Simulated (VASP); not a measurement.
# AgBr (Fm-3m) in VASP: notebook, part 2 of 2

VASP 6.6.1. Earlier steps stand in the parts before.

**5. Single point, BLYP**

This run uses another cell than the first one, of 23.64 Å³/atom, 1.020 times its volume.

Input file INCAR:

```
SYSTEM = AgBr
PREC     = Accurate       ! precision mode
ENCUT    = 500            ! plane-wave cutoff, eV
EDIFF    = 1E-6           ! SCF threshold, eV
ISMEAR   = -1             ! smearing method
SIGMA    = 0.05           ! smearing width, eV
LREAL    = .FALSE.        ! projectors in reciprocal space
LASPH    = .TRUE.         ! aspherical terms in the spheres
NELM     = 120            ! most SCF steps
ALGO     = Normal         ! electronic algorithm
ISIF     = 2              ! what is computed and relaxed
LWAVE    = .FALSE.        ! write WAVECAR
LCHARG   = .FALSE.        ! write CHGCAR
GGA      = B5             ! functional
ALDAX    = 1.0          
AGGAX    = 1.0          
AGGAC    = 1.0          
ALDAC    = 0.0          
NBANDS   = 16             ! bands
GGA_COMPAT= .FALSE.
```

Input file KPOINTS:

```
regular mesh
0
G
  8 8 8
  0 0 0
```

Input file POSCAR:

```
AgBr
1.0
    0.0000000000      2.8701500000      2.8701500000
    2.8701500000      0.0000000000      2.8701500000
    2.8701500000      2.8701500000      0.0000000000
Ag Br
1 1
Direct
    0.0000000000      0.0000000000      0.0000000000
    0.5000000000      0.5000000000      0.5000000000
```

Potentials or basis: VASP PAW PBE potentials, release 64 (Ag, Br).

Command:

```sh
$ cat potpaw_PBE.64/Ag/POTCAR potpaw_PBE.64/Br/POTCAR > POTCAR
$ mpirun -np 1 vasp_std > vasp.out
```

OUTCAR:

```text
SYSTEM = AgBr
   PREC = Accurate
   ENCUT = 500
   EDIFF = 1E-6
   ISMEAR = -1
   LREAL = .FALSE.
   LASPH = .TRUE.
   NELM = 120
   ISIF = 2
   GGA = B5

 ion  position               nearest neighbor table
   1  0.000  0.000  0.000-   2 2.87   2 2.87   2 2.87   2 2.87   2 2.87   2 2.87
   2  0.500  0.500  0.500-   1 2.87   1 2.87   1 2.87   1 2.87   1 2.87   1 2.87

  LATTYP: Found a face centered cubic cell.
 ALAT       =     5.7403000000

  Lattice vectors:

 A1 = (   0.0000000000,   2.8701500000,   2.8701500000)
 A2 = (   2.8701500000,   0.0000000000,   2.8701500000)
 A3 = (   2.8701500000,   2.8701500000,   0.0000000000)

Analysis of symmetry for initial positions (statically):
=====================================================================
 Subroutine PRICEL returns:
 Original cell was already a primitive cell.

 Routine SETGRP: Setting up the symmetry group for a
 face centered cubic supercell.

 Subroutine GETGRP returns: Found 48 space group operations
 (whereof 48 operations were pure point group operations)
 out of a pool of 48 trial point group operations.

The static configuration has the point symmetry O_h .

Analysis of symmetry for dynamics (positions and initial velocities):
=====================================================================
 Subroutine PRICEL returns:
 Original cell was already a primitive cell.

 Routine SETGRP: Setting up the symmetry group for a
 face centered cubic supercell.

 Subroutine GETGRP returns: Found 48 space group operations
 (whereof 48 operations were pure point group operations)
 out of a pool of 48 trial point group operations.

The dynamic configuration has the point symmetry O_h .

 Subroutine INISYM returns: Found 48 space group operations
 (whereof 48 operations are pure point group operations),
 and found     1 'primitive' translations

[... 105 lines left out ...]
   NELECT =      18.0000    total number of electrons
   NUPDOWN=      -1.0000    fix difference up-down
   EMIN   =  10.00;   EMAX   =-10.00  energy-range for DOS
   EFERMI =   0.00;   METHOD = LEGACY
   ISMEAR =    -1;   SIGMA  =   0.05  broadening in eV -4-tet -1-fermi 0-gaus
   EFERMI_NEDOS =   21; number of points for ismear=-14 and -15
   IALGO  =     38    algorithm
   IMIX   =      4    mixing-type and parameters
     AMIX     =   0.40;   BMIX     =  1.00
     AMIX_MAG =   1.60;   BMIX_MAG =  1.00
  volume/ion in A,a.u.               =      23.64       159.55
  Fermi-wavevector in a.u.,A,eV,Ry     =   1.186454  2.242074 19.152570  1.407674
  Thomas-Fermi vector in A             =   2.322627
   LORBIT       =      0    0 simple, 1 ext, 2 COOP (PROOUT), +10 PAW based schemes
   GGA     = B5    functional components
   LHFCALC =     F    Hartree Fock is set to
   AEXX    =    0.0000 exact exchange contribution
   IVDW    =     0    specifies the selected vdW correction
   LEPSILON=     F    determine dielectric tensor
   LRPA    =     F    only Hartree local field effects (RPA)
 non-spin polarized calculation
  energy-cutoff  :      500.00
  volume of cell :       47.29
 maximum number of plane-waves:      1243
 NGX is ok and might be reduce to    30
   NGX = 15   NGY = 15   NGZ = 15

 number of electron      18.0000002 magnetization

 Free energy of the ion-electron system (eV)
  ---------------------------------------------------
  ext. energy  EPLUGINS =         0.00000000
  ---------------------------------------------------
  free energy    TOTEN  =        -4.15268063 eV

  energy without entropy =       -4.15267202  energy(sigma->0) =       -4.15267633

 E-fermi :   4.4371     XC(G=0):  -9.3375

 val. band max:        3.9898060614   @ k =   0.5000   0.0000   0.0000
 cond. band min:       4.7368022831   @ k =   0.0000   0.0000   0.0000
 fundamental gap:      0.7469962217
 Fermi energy:         4.4370544318

 k-point     1 :       0.0000    0.0000    0.0000
  band No.  band energies     occupation
      1     -11.0588      2.00000
      2       1.1633      2.00000
      3       1.1633      2.00000
      4       1.1633      2.00000
      5       1.1634      2.00000
      6       1.1634      2.00000
[... 433 lines left out ...]
      3      -0.0706      2.00000
      4      -0.0577      2.00000
      5       1.4163      2.00000
      6       1.4697      2.00000
[... 8 lines left out ...]
     15      16.6969      0.00000
     16      18.4245      0.00000

 [... further k-points ...]
[... 5 lines left out ...]
  --------------------------------------------------------------------------------------
  -------------------------------------------------------------------------------------
  Total        1.8280640      1.8280640      1.8280640      0.0000000     -0.0000000      0.0000000
  in kB       61.9381445     61.9381445     61.9381445      0.0000000     -0.0000000      0.0000000
  external PRESSURE =      61.9381445 kB  Pullay stress =       0.0000000 kB

 VOLUME and BASIS-vectors are now :
 -----------------------------------------------------------------------------
  energy-cutoff  :      500.00
  volume of cell :       47.29
      direct lattice vectors                 reciprocal lattice vectors
     0.000000000  2.870150000  2.870150000    -0.174206923  0.174206923  0.174206923
     2.870150000  0.000000000  2.870150000     0.174206923 -0.174206923  0.174206923
     2.870150000  2.870150000  0.000000000     0.174206923  0.174206923 -0.174206923

 POSITION                                       TOTAL-FORCE (eV/Angst)
 -----------------------------------------------------------------------------------
      0.00000      0.00000      0.00000        -0.000000      0.000000      0.000000
      2.87015      2.87015      2.87015         0.000000     -0.000000     -0.000000
 -----------------------------------------------------------------------------------
    total drift:                               -0.000000      0.000000      0.000000

  FREE ENERGIE OF THE ION-ELECTRON SYSTEM (eV)
  ---------------------------------------------------
  free  energy   TOTEN  =        -4.1526806268 eV

  energy  without entropy=       -4.1526720237  energy(sigma->0) =       -4.15267633
```

Wall time 28 s (1 thread of Intel Xeon Platinum 8488C (Sapphire Rapids), shared host); peak memory 0.18 GiB.

What came out:

```
Free energy            : -4.1527 eV
Pressure               : 6.2 GPa
Band gap on the k mesh : 0.75 eV, indirect (least direct gap 2.65 eV)
```

Caveat: the PAW data sets were made with another functional, which shifts forces and pressure a little.

**6. Single point, BLYP**

This run uses another cell than the first one, of 24.12 Å³/atom, 1.041 times its volume.

Input file INCAR:

```
PREC     = Accurate       # precision mode
ENCUT    = 500            # plane-wave cutoff, eV
EDIFF    = 1E-6           # SCF threshold, eV
ISMEAR   = -1             # smearing method
SIGMA    = 0.05           # smearing width, eV
LREAL    = False          # projectors in reciprocal space
LASPH    = True           # aspherical terms in the spheres
NELM     = 120            # most SCF steps
ALGO     = Normal         # electronic algorithm
ISIF     = 2              # what is computed and relaxed
LWAVE    = False          # write WAVECAR
LCHARG   = False          # write CHGCAR
GGA      = B5             # functional
ALDAX    = 1.0          
AGGAX    = 1.0          
AGGAC    = 1.0          
ALDAC    = 0.0          
NBANDS   = 16             # bands
GGA_COMPAT= False
```

Input file KPOINTS:

```
regular mesh
0
Gamma
  8 8 8
```

Input file POSCAR:

```
AgBr
1.0
    0.0000000000      2.8891581698      2.8891581698
    2.8891581698      0.0000000000      2.8891581698
    2.8891581698      2.8891581698      0.0000000000
Ag Br
1 1
Direct
    0.0000000000      0.0000000000      0.0000000000
    0.5000000000      0.5000000000      0.5000000000
```

Potentials or basis: VASP PAW PBE potentials, release 64 (Ag, Br).

Command:

```sh
$ cat potpaw_PBE.64/Ag/POTCAR potpaw_PBE.64/Br/POTCAR > POTCAR
$ mpirun -np 1 vasp_std > vasp.out
```

Wall time 28 s (1 thread of Intel Xeon Platinum 8488C (Sapphire Rapids), shared host); peak memory 0.17 GiB.

The run converged. Its results:

```
Free energy            : -4.1860 eV
Pressure               : 5.0 GPa
Band gap on the k mesh : 0.75 eV, indirect (least direct gap 2.58 eV)
```

Levels at points of the mesh, in eV from the valence-band top:
| k point | band 5 | band 6 | band 7 | band 8 | band 9 | band 10 | band 11 | band 12 | band 13 | band 14 |
| --- | --- | --- | --- | --- | --- | --- | --- | --- | --- | --- |
| (0.00, 0.00, 0.00) | -2.74 | -2.74 | -1.83 | -1.83 | -1.83 | 0.75 | 10.11 | 10.11 | 10.11 | 11.62 |
| (0.50, 0.00, 0.00) | -2.46 | -2.46 | -2.12 | 0.00 | 0.00 | 4.00 | 6.39 | 6.88 | 6.88 | 12.57 |
| (0.50, 0.50, 0.00) | -2.69 | -2.60 | -2.36 | -2.36 | -2.27 | 1.62 | 7.38 | 9.15 | 10.98 | 10.98 |

Caveat: the PAW data sets were made with another functional, which shifts forces and pressure a little.

**7. Summary**

```tsv
level	cell	gap on the mesh (eV)	pressure (GPa)
BLYP	a = 4.032 Å, angles 60.0°, 2 atoms	0.75	7.5
RPBE+D4	a = 4.059 Å, angles 60.0°, 2 atoms	0.84	-0.3
RPBE+D4	a = 4.086 Å, angles 60.0°, 2 atoms	0.85	-1.1
BLYP	a = 4.059 Å, angles 60.0°, 2 atoms	0.75	6.2
BLYP	a = 4.086 Å, angles 60.0°, 2 atoms	0.75	5.0
```

Alike in all rows: task single point; potentials or basis VASP PAW PBE potentials, release 64 (Ag, Br); no spin polarisation; k mesh 8 × 8 × 8; cutoff (eV) 500; smearing fermi-dirac 0.05 eV.

Caveats: the PAW data sets were made with another functional, which shifts forces and pressure a little.

Absolute energies hang on the potentials; compare differences alone.
